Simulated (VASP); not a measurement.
A run of VASP 6.6.1:

Contents of POSCAR:

```
HgS
1.0
    0.0000000000      2.9443256717      2.9443256717
    2.9443256717      0.0000000000      2.9443256717
    2.9443256717      2.9443256717      0.0000000000
Hg S
1 1
Direct
    0.0000000000      0.0000000000      0.0000000000
    0.7500000000      0.7500000000      0.7500000000
```

The input INCAR.step1:

```
PREC = Accurate
ENCUT = 550
ISMEAR = 0
SIGMA = 0.05
LREAL = False
LASPH = True
NELM = 120
NBANDS = 16
GGA = PE
ALGO = Normal
EDIFF = 1E-5
LWAVE = True
LCHARG = False
GGA_COMPAT = False
```

Contents of INCAR.step2:

```
PREC = Accurate
ENCUT = 550
EDIFF = 1E-6
ISMEAR = 0
SIGMA = 0.05
LREAL = False
LASPH = True
NELM = 120
ALGO = Normal
ISIF = 2
LWAVE = False
LCHARG = False
METAGGA = R2SCAN
LMIXTAU = True
NBANDS = 16
ISTART = 1
GGA_COMPAT = False
```

Contents of KPOINTS:

```
regular mesh
0
Gamma
  8 8 8
```

Potentials or basis: VASP PAW PBE potentials, release 64 (Hg, S).

Launch:

```bash
$ cat potpaw_PBE.64/Hg/POTCAR potpaw_PBE.64/S/POTCAR > POTCAR
$ cp INCAR.step1 INCAR
$ mpirun -np 1 vasp_std > vasp.out
$ cp INCAR.step2 INCAR
$ mpirun -np 1 vasp_std > vasp.out
```

Hardware: 1 thread of Intel(R) Xeon(R) Platinum 8259CL CPU @ 2.50GHz (Skylake/Cascade Lake) (shared host).

Q: How long does it take, and how much memory?

A: Wall time 65 s on 1 thread of Intel(R) Xeon(R) Platinum 8259CL CPU @ 2.50GHz (Skylake/Cascade Lake) (shared host), peak memory 0.19 GiB. Counts: k points 29.
